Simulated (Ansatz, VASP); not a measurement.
# Two plane-wave programs on Fe

The input POSCAR:

```
Fe
1.0
    2.8980000000      0.0000000000      0.0000000000
    0.0000000000      2.8980000000      0.0000000000
    0.0000000000      0.0000000000      2.8980000000
Fe
2
Direct
    0.0000000000      0.0000000000      0.0000000000
    0.5000000000      0.5000000000      0.5000000000
```

Contents of INCAR.step1:

```
SYSTEM = Fe
ALGO = Normal
EDIFF = 1E-5
ENCUT = 520
GGA = PE
GGA_COMPAT = .False.
ISIF = 2
ISMEAR = -1
ISPIN = 2
LASPH = .True.
LCHARG = .False.
LMAXMIX = 4
LORBIT = 11
LREAL = .False.
LWAVE = .True.
MAGMOM = 3.29 3.29
NBANDS = 19
NELM = 200
PREC = Accurate
SIGMA = 0.05
```

The input INCAR.step2:

```
SYSTEM = Fe
ALGO = Normal
EDIFF = 1E-6
ENCUT = 520
GGA = PE
GGA_COMPAT = .False.
HFSCREEN = 0.2079
ISIF = 2
ISMEAR = -1
ISPIN = 2
ISTART = 1
LASPH = .True.
LCHARG = .False.
LHFCALC = .True.
LMAXMIX = 4
LORBIT = 11
LREAL = .False.
LWAVE = .False.
MAGMOM = 3.29 3.29
NBANDS = 19
NELM = 200
PREC = Accurate
PRECFOCK = Normal
SIGMA = 0.05
```

The input KPOINTS:

```
k-points
0
Gamma
  5 5 5
  0 0 0
```

Input for Ansatz:

```yaml
crystal:
  lattice:
    - [2.898, 0.0, 0.0]
    - [0.0, 2.898, 0.0]
    - [0.0, 0.0, 2.898]
  atoms:
    - { symbol: Fe, position: [0.0, 0.0, 0.0] }
    - { symbol: Fe, position: [0.5, 0.5, 0.5] }
hamiltonian:
  xc: hse06
  pseudopotentials: { kind: paw }
basis:
  ecutwfc: 420
kpoints:
  mp_grid: { grid: [5, 5, 5] }
scf:
  occupations: { method: fermi_dirac, width: 0.05 }
  lower_state_search: "off"
output:
  forces: true
  stress: true
  write_density: true
  write_potential: true
  elf: true
  volumetric_format: npy
magnetization:
  spin_polarized: true
```

Alike in both runs: task single point; functional HSE06; k mesh 5 × 5 × 5; occupations fermi-dirac, width 0.05 eV; collinear spin.

|  | VASP | Ansatz |
| --- | --- | --- |
| version | VASP 6.6.1 | Ansatz 0.2.0 |
| potentials or method | VASP PAW PBE potentials, release 64 (Fe), cutoff 520 eV | PAW, plane waves, scalar-relativistic |
| valence electrons in the cell | 16 | 32 |

|  | VASP | Ansatz | Ansatz less VASP |
| --- | --- | --- | --- |
| pressure (GPa) | -1.1 | -1.5 | -0.35 |
| net moment per atom (μB) | 2.75 | 2.74 | -0.002 |
| size of the moment on the site where the two differ most (μB) | 2.83 | 2.99 | +0.162 |

Site moments also hang on the region over which each program counts them. VASP's potentials hold 16 valence electrons a cell and Ansatz's 32, so a difference there can come from the potentials and not from the codes. Ansatz's warnings: filled band counts differ across k points, no starting moments, stability check not made, stress exchange threshold loose, stress scf threshold loose.

The k mesh is coarse, so the values compare programs but aren't converged.
